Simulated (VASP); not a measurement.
# AlAs (l.b) (F-43m) in VASP: notebook

Runs on AlAs (l.b). Level: LDA. Tasks: single point.

Program: VASP 6.6.1. These are calculated values, not measurements. Logs are shortened: lines on timing, memory, paths and dates and some standing lists are left out, and cuts for length are marked.

**1. The cell of the first run**

It takes space group F-43m (No. 216, cubic). Conventional cell: a = 5.680 Å, b = 5.680 Å, c = 5.680 Å, α = 90.00°, β = 90.00°, γ = 90.00°. Al (site symmetry -43m) has 4 As at 2.46 Å within 3.2 Å. As (site symmetry -43m) has 4 Al at 2.46 Å within 3.2 Å.

**2. Single point, LDA**

INCAR

```
PREC     = Accurate       # precision mode
ENCUT    = 500            # plane-wave cutoff, eV
EDIFF    = 1E-6           # SCF threshold, eV
ISMEAR   = 0              # smearing method
SIGMA    = 0.1            # smearing width, eV
LREAL    = F              # projectors in reciprocal space
LASPH    = T              # aspherical terms in the spheres
NELM     = 120            # most SCF steps
ALGO     = Normal         # electronic algorithm
ISIF     = 2              # what is computed and relaxed
LWAVE    = F              # write WAVECAR
LCHARG   = F              # write CHGCAR
GGA      = CA             # functional
NBANDS   = 11             # bands
GGA_COMPAT= F
```

KPOINTS

```
Automatic mesh
0
Gamma
  6 6 6
```

POSCAR

```
AlAs
1.0
    0.0000000000      2.8400000000      2.8400000000
    2.8400000000      0.0000000000      2.8400000000
    2.8400000000      2.8400000000      0.0000000000
Al As
1 1
Direct
    0.0000000000      0.0000000000      0.0000000000
    0.2500000000      0.2500000000      0.2500000000
```

Potentials or basis: VASP PAW LDA potentials, release 64 (Al, As).

The run is started by

```
cat potpaw_LDA.64/Al/POTCAR potpaw_LDA.64/As/POTCAR > POTCAR
mpirun -np 1 vasp_std > vasp.out
```

OUTCAR:

```text
PREC = Accurate
   ENCUT = 500
   EDIFF = 1E-6
   ISMEAR = 0
   LREAL = F
   LASPH = T
   NELM = 120
   ISIF = 2
   GGA = CA

 ion  position               nearest neighbor table
   1  0.000  0.000  0.000-   2 2.46   2 2.46   2 2.46   2 2.46
   2  0.250  0.250  0.250-   1 2.46   1 2.46   1 2.46   1 2.46

  LATTYP: Found a face centered cubic cell.
 ALAT       =     5.6800000000

  Lattice vectors:

 A1 = (   0.0000000000,   2.8400000000,   2.8400000000)
 A2 = (   2.8400000000,   0.0000000000,   2.8400000000)
 A3 = (   2.8400000000,   2.8400000000,   0.0000000000)

Analysis of symmetry for initial positions (statically):
=====================================================================
 Subroutine PRICEL returns:
 Original cell was already a primitive cell.

 Routine SETGRP: Setting up the symmetry group for a
 face centered cubic supercell.

 Subroutine GETGRP returns: Found 24 space group operations
 (whereof 24 operations were pure point group operations)
 out of a pool of 48 trial point group operations.

The static configuration has the point symmetry T_d .

Analysis of symmetry for dynamics (positions and initial velocities):
=====================================================================
 Subroutine PRICEL returns:
 Original cell was already a primitive cell.

 Routine SETGRP: Setting up the symmetry group for a
 face centered cubic supercell.

 Subroutine GETGRP returns: Found 24 space group operations
 (whereof 24 operations were pure point group operations)
 out of a pool of 48 trial point group operations.

The dynamic configuration has the point symmetry T_d .

 Subroutine INISYM returns: Found 24 space group operations
 (whereof 24 operations are pure point group operations),
 and found     1 'primitive' translations

----------------------------------------------------------------------------------------

                                     Primitive cell

  volume of cell :      45.8126

  direct lattice vectors                    reciprocal lattice vectors
     0.000000000  2.840000000  2.840000000    -0.176056338  0.176056338  0.176056338
     2.840000000  0.000000000  2.840000000     0.176056338 -0.176056338  0.176056338
     2.840000000  2.840000000  0.000000000     0.176056338  0.176056338 -0.176056338

  length of vectors
     4.016366517  4.016366517  4.016366517     0.304938522  0.304938522  0.304938522

  position of ions in fractional coordinates (direct lattice)
     0.000000000  0.000000000  0.000000000
     0.250000000  0.250000000  0.250000000

  ion indices of the primitive-cell ions
   primitive index   ion index
                 1           1
                 2           2

----------------------------------------------------------------------------------------

 KPOINTS: Automatic mesh

Automatic generation of k-mesh.
 Grid dimensions read from file:
 generate k-points for:    6    6    6

 Generating k-lattice:

  Cartesian coordinates                     Fractional coordinates (reciprocal lattice)
    -0.029342723  0.029342723  0.029342723     0.166666667  0.000000000  0.000000000
     0.029342723 -0.029342723  0.029342723     0.000000000  0.166666667  0.000000000
     0.029342723  0.029342723 -0.029342723     0.000000000  0.000000000  0.166666667

  Length of vectors
     0.050823087  0.050823087  0.050823087

  Shift w.r.t. Gamma in fractional coordinates (k-lattice)
     0.000000000  0.000000000  0.000000000

 Subroutine IBZKPT returns following result:
 ===========================================

 Found     16 irreducible k-points:

 Following reciprocal coordinates:
            Coordinates               Weight
  0.000000  0.000000  0.000000      1.000000
  0.166667  0.000000  0.000000      8.000000
  0.333333  0.000000  0.000000      8.000000
  0.500000  0.000000  0.000000      4.000000
  0.166667  0.166667  0.000000      6.000000
  0.333333  0.166667  0.000000     24.000000
[... 8 lines left out ...]
 -0.333333  0.333333  0.166667     24.000000
 -0.333333  0.500000  0.166667     12.000000
   k-points           NKPTS =     16   k-points in BZ     NKDIM =     16   number of bands    NBANDS=     11
   number of dos      NEDOS =    301   number of ions     NIONS =      2
   total plane-waves  NPLWV =  27000
   dimension x,y,z NGX =    30 NGY =   30 NGZ =   30
   dimension x,y,z NGXF=    60 NGYF=   60 NGZF=   60
   ions per type =               1   1
   NGX,Y,Z   is equivalent  to a cutoff of  12.42, 12.42, 12.42 a.u.
   NGXF,Y,Z  is equivalent  to a cutoff of  24.84, 24.84, 24.84 a.u.
 SYSTEM =  unknown system
   PREC   = accura    normal or accurate (medium, high low for compatibility)
   ISTART =      0    job   : 0-new  1-cont  2-samecut
   ICHARG =      2    charge: 1-file 2-atom 10-const
   ISPIN  =      1    spin polarized calculation?
   LNONCOLLINEAR =      F non collinear calculations
   LSORBIT =      F    spin-orbit coupling
   LASPH  =      T    aspherical Exc in radial PAW
   ENCUT  =  500.0 eV  36.75 Ry    6.06 a.u.   7.32  7.32  7.32*2*pi/ulx,y,z
   NELM   =    120;   NELMIN=  2; NELMDL= -5     # of ELM steps
   EDIFF  = 0.1E-05   stopping-criterion for ELM
   LREAL  =      F    real-space projection
   EDIFFG = 0.1E-04   stopping-criterion for IOM
   NSW    =      0    number of steps for IOM
   IBRION =     -1    ionic relax: 0-MD 1-quasi-New 2-CG
   NFREE  =      0    steps in history (QN), initial steepest desc. (CG)
   ISIF   =      2    stress and relaxation
   ISYM   =      2    0-nonsym 1-usesym 2-fastsym
   POTIM  = 0.5000    time-step for ionic-motion
   TEBEG  =    0.0;   TEEND  =   0.0 temperature during run
   PSTRESS=    0.0 pullay stress
   NELECT =       8.0000    total number of electrons
   NUPDOWN=      -1.0000    fix difference up-down
   EMIN   =  10.00;   EMAX   =-10.00  energy-range for DOS
   EFERMI =   0.00;   METHOD = LEGACY
   ISMEAR =     0;   SIGMA  =   0.10  broadening in eV -4-tet -1-fermi 0-gaus
   EFERMI_NEDOS =   21; number of points for ismear=-14 and -15
   IALGO  =     38    algorithm
   IMIX   =      4    mixing-type and parameters
     AMIX     =   0.40;   BMIX     =  1.00
     AMIX_MAG =   1.60;   BMIX_MAG =  1.00
  volume/ion in A,a.u.               =      22.91       154.58
  Fermi-wavevector in a.u.,A,eV,Ry     =   0.915046  1.729187 11.392295  0.837310
  Thomas-Fermi vector in A             =   2.039743
   LORBIT       =      0    0 simple, 1 ext, 2 COOP (PROOUT), +10 PAW based schemes
   GGA     = CA    functional components
   LHFCALC =     F    Hartree Fock is set to
   AEXX    =    0.0000 exact exchange contribution
   IVDW    =     0    specifies the selected vdW correction
   LEPSILON=     F    determine dielectric tensor
   LRPA    =     F    only Hartree local field effects (RPA)
 non-spin polarized calculation
 Gauss-broadening in eV      SIGMA  =   0.10
  energy-cutoff  :      500.00
  volume of cell :       45.81
 maximum number of plane-waves:      1211
 NGX is ok and might be reduce to    30
   NGX = 15   NGY = 15   NGZ = 15

 number of electron       7.9999999 magnetization

 Free energy of the ion-electron system (eV)
  ---------------------------------------------------
  ext. energy  EPLUGINS =         0.00000000
  ---------------------------------------------------
  free energy    TOTEN  =       -10.49762787 eV

  energy without entropy =      -10.49762787  energy(sigma->0) =      -10.49762787

 E-fermi :   4.1706     XC(G=0):  -9.2389

 val. band max:        3.7008585704   @ k =   0.0000   0.0000   0.0000
 cond. band min:       5.0508751362   @ k =   0.5000   0.5000   0.0000
 fundamental gap:      1.3500165658
 Fermi energy:         4.1706184837

 k-point     1 :       0.0000    0.0000    0.0000
  band No.  band energies     occupation
      1      -8.1376      2.00000
      2       3.7009      2.00000
      3       3.7009      2.00000
      4       3.7009      2.00000
      5       5.5019      0.00000
      6       7.9248      0.00000
      7       7.9248      0.00000
      8       7.9248      0.00000
      9      12.2662      0.00000
     10      12.7105      0.00000
     11      12.7105      0.00000

 k-point     2 :       0.1667    0.0000    0.0000
  band No.  band energies     occupation
      1      -7.8735      2.00000
      2       1.5774      2.00000
      3       3.4398      2.00000
      4       3.4398      2.00000
      5       6.3473      0.00000
      6       8.3558      0.00000
      7       8.3558      0.00000
      8       8.7508      0.00000
      9      11.9005      0.00000
     10      11.9005      0.00000
     11      13.1876      0.00000

 k-point     3 :       0.3333    0.0000    0.0000
  band No.  band energies     occupation
      1      -7.2068      2.00000
      2      -0.7921      2.00000
      3       3.0428      2.00000
      4       3.0428      2.00000
      5       5.9078      0.00000
      6       8.5004      0.00000
      7       8.5004      0.00000
      8      11.0057      0.00000
      9      12.6825      0.00000
     10      12.6825      0.00000
     11      12.8273      0.00000

 k-point     4 :       0.5000    0.0000    0.0000
  band No.  band energies     occupation
      1      -6.7448      2.00000
      2      -1.8540      2.00000
      3       2.8828      2.00000
      4       2.8828      2.00000
      5       5.6813      0.00000
      6       8.3245      0.00000
      7       8.3245      0.00000
      8      11.2602      0.00000
      9      14.5955      0.00000
     10      15.1387      0.00000
     11      15.1387      0.00000

 k-point     5 :       0.1667    0.1667    0.0000
  band No.  band energies     occupation
      1      -7.7843      2.00000
      2       1.6548      2.00000
      3       2.9230      2.00000
      4       2.9230      2.00000
      5       6.8995      0.00000
      6       7.4475      0.00000
      7       9.2355      0.00000
      8       9.2355      0.00000
      9      10.5462      0.00000
     10      13.1935      0.00000
     11      14.0779      0.00000
[... 99 lines left out ...]
 k-point    13 :       0.5000    0.5000    0.0000
  band No.  band energies     occupation
      1      -6.2083      2.00000
      2      -1.7154      2.00000
      3       1.5445      2.00000
      4       1.5445      2.00000
      5       5.0509      0.00000
      6       5.8927      0.00000
      7      13.8214      0.00000
      8      13.8214      0.00000
      9      15.1586      0.00000
     10      16.1830      0.00000
     11      16.1830      0.00000

 k-point    14 :       0.5000    0.3333    0.1667
  band No.  band energies     occupation
      1      -6.6922      2.00000
      2      -0.9395      2.00000
      3       0.9889      2.00000
      4       2.0615      2.00000
      5       7.2802      0.00000
      6       8.1224      0.00000
      7       8.7515      0.00000
      8      11.4928      0.00000
      9      12.8335      0.00000
     10      14.2447      0.00000
     11      16.5266      0.00000

 k-point    15 :      -0.3333    0.3333    0.1667
  band No.  band energies     occupation
      1      -6.3414      2.00000
      2      -1.4108      2.00000
      3       0.5357      2.00000
      4       1.6839      2.00000
      5       7.5428      0.00000
      6       8.1707      0.00000
      7      10.2777      0.00000
      8      10.9869      0.00000
      9      11.9212      0.00000
     10      15.0261      0.00000
     11      16.3386      0.00000

 k-point    16 :      -0.3333    0.5000    0.1667
  band No.  band energies     occupation
      1      -6.1851      2.00000
      2      -1.4798      2.00000
      3       0.7770      2.00000
      4       1.0240      2.00000
      5       6.7848      0.00000
      6       7.7092      0.00000
      7      10.6881      0.00000
      8      11.3877      0.00000
      9      14.0936      0.00000
     10      15.8673      0.00000
     11      16.0900      0.00000

------------------------ aborting loop because EDIFF is reached ----------------------------------------

  FORCE on cell =-STRESS in cart. coord.  units (eV):
  Direction    XX          YY          ZZ          XY          YZ          ZX
  --------------------------------------------------------------------------------------
  -------------------------------------------------------------------------------------
  Total       -0.4590036     -0.4590036     -0.4590036      0.0000000      0.0000000     -0.0000000
  in kB      -16.0524640    -16.0524640    -16.0524640      0.0000000      0.0000000     -0.0000000
  external PRESSURE =     -16.0524640 kB  Pullay stress =       0.0000000 kB

 VOLUME and BASIS-vectors are now :
 -----------------------------------------------------------------------------
  energy-cutoff  :      500.00
  volume of cell :       45.81
      direct lattice vectors                 reciprocal lattice vectors
     0.000000000  2.840000000  2.840000000    -0.176056338  0.176056338  0.176056338
     2.840000000  0.000000000  2.840000000     0.176056338 -0.176056338  0.176056338
     2.840000000  2.840000000  0.000000000     0.176056338  0.176056338 -0.176056338

 POSITION                                       TOTAL-FORCE (eV/Angst)
 -----------------------------------------------------------------------------------
      0.00000      0.00000      0.00000        -0.000000     -0.000000     -0.000000
      1.42000      1.42000      1.42000         0.000000      0.000000      0.000000
 -----------------------------------------------------------------------------------
    total drift:                               -0.000000     -0.000000     -0.000000

  FREE ENERGIE OF THE ION-ELECTRON SYSTEM (eV)
  ---------------------------------------------------
  free  energy   TOTEN  =       -10.4976278685 eV

  energy  without entropy=      -10.4976278685  energy(sigma->0) =      -10.49762787
```

It took 4.9 s on 1 thread of Intel Xeon 6975P-C (Granite Rapids), shared host; peak memory 0.14 GiB.

Results:

- Free energy: -10.4976 eV
- Pressure: -1.6 GPa
- Band gap on the k mesh: 1.35 eV, indirect (least direct gap 1.80 eV)

Levels at points of the mesh, in eV from the valence-band top:
```tsv
k point	band 1	band 2	band 3	band 4	band 5	band 6	band 7	band 8	band 9
(0.00, 0.00, 0.00)	-11.84	0.00	0.00	0.00	1.80	4.22	4.22	4.22	8.57
(0.50, 0.00, 0.00)	-10.45	-5.55	-0.82	-0.82	1.98	4.62	4.62	7.56	10.89
(0.50, 0.50, 0.00)	-9.91	-5.42	-2.16	-2.16	1.35	2.19	10.12	10.12	11.46
```

A k mesh can miss the band edges. LDA gaps usually lie below the measured ones, often by a third to a half.

**3. Single point, LDA**

This run uses another cell than the first one, of 22.29 Å³/atom, 0.973 times its volume.

INCAR

```
PREC = Accurate
ENCUT = 500
EDIFF = 1E-6
ISMEAR = 0
SIGMA = 0.02
LREAL = False
LASPH = True
NELM = 120
ALGO = Normal
ISIF = 2
LWAVE = False
LCHARG = False
GGA = CA
NBANDS = 11
GGA_COMPAT = False
```

KPOINTS

```
regular mesh
0
Gamma
  8 8 8
```

POSCAR

```
AlAs
1.0
    0.0000000000      2.8143769285      2.8143769285
    2.8143769285      0.0000000000      2.8143769285
    2.8143769285      2.8143769285      0.0000000000
Al As
1 1
Direct
    0.0000000000      0.0000000000      0.0000000000
    0.2500000000      0.2500000000      0.2500000000
```

Potentials or basis: VASP PAW LDA potentials, release 64 (Al, As).

The run is started by

```
cat potpaw_LDA.64/Al/POTCAR potpaw_LDA.64/As/POTCAR > POTCAR
mpirun -np 1 vasp_std > vasp.out
```

It took 7 s on 1 thread of Intel Xeon 6975P-C (Granite Rapids), shared host; peak memory 0.15 GiB.

Results (log left out):

```yaml
Free_energy: -10.5139 eV
Pressure: 0.4 GPa
Band_gap_on_the_k_mesh: 1.31 eV, indirect (least direct gap 2.02 eV)
```

Levels at points of the mesh, in eV from the valence-band top:
```csv
k point,band 2,band 3,band 4,band 5,band 6,band 7
"(0.00, 0.00, 0.00)",0.00,0.00,0.00,2.02,4.27,4.27
"(0.50, 0.00, 0.00)",-5.67,-0.84,-0.84,2.09,4.65,4.65
"(0.50, 0.50, 0.00)",-5.51,-2.22,-2.22,1.31,2.20,10.33
```

A k mesh can miss the band edges. A hybrid or GW would open this gap; LDA tends to underestimate it.
